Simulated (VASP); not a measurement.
Set up this calculation in VASP 6.6.1, as the native input.

```yaml
Task: single point
Functional: PBE
Potentials_or_basis: VASP PAW PBE potentials, release 64 (Pt)
Cutoff: 520 eV
k_mesh: 18 × 18 × 10
Occupations: gaussian, width 0.15 eV
Spin: no spin polarisation
Dipole_correction: no
Further_INCAR_settings: ALGO = Fast; EDIFF = 1e-07; NBANDS = 17
```

The structure of Pt lies in POSCAR:

```
Pt
1.0
    2.5654000000      0.0000000000      0.0000000000
   -1.2827000000      2.2217015709      0.0000000000
    0.0000000000      0.0000000000      4.9607000000
Pt
2
Direct
    0.6666666667      0.3333333333      0.7500000000
    0.3333333333      0.6666666667      0.2500000000
```

One way to write it, as run:

INCAR

```
PREC = Accurate
ENCUT = 520
EDIFF = 1E-7
ISMEAR = 0
SIGMA = 0.15
LREAL = False
LASPH = True
NELM = 60
ALGO = Fast
ISIF = 2
LWAVE = False
LCHARG = True
GGA = PE
LELF = True
LVHAR = True
NBANDS = 17
```

KPOINTS

```
regular mesh
0
Gamma
  18 18 10
```

Potentials or basis: VASP PAW PBE potentials, release 64 (Pt).

Launch:

```sh
$ cat potpaw_PBE.64/Pt/POTCAR > POTCAR
$ mpirun -np 1 vasp_std > vasp.out
```

It gave:

The pressure is 45.0 GPa and the band gap on the k mesh is zero (band 10 reaches 13.64 eV, above the bottom of band 11 at 11.66 eV).

Caveat: spin-orbit coupling is left out, which moves the levels of the heavy elements.

Wall time 43 s on 1 thread of Intel(R) Xeon(R) 6975P-C (Granite Rapids) (shared host), peak memory 0.2 GiB.
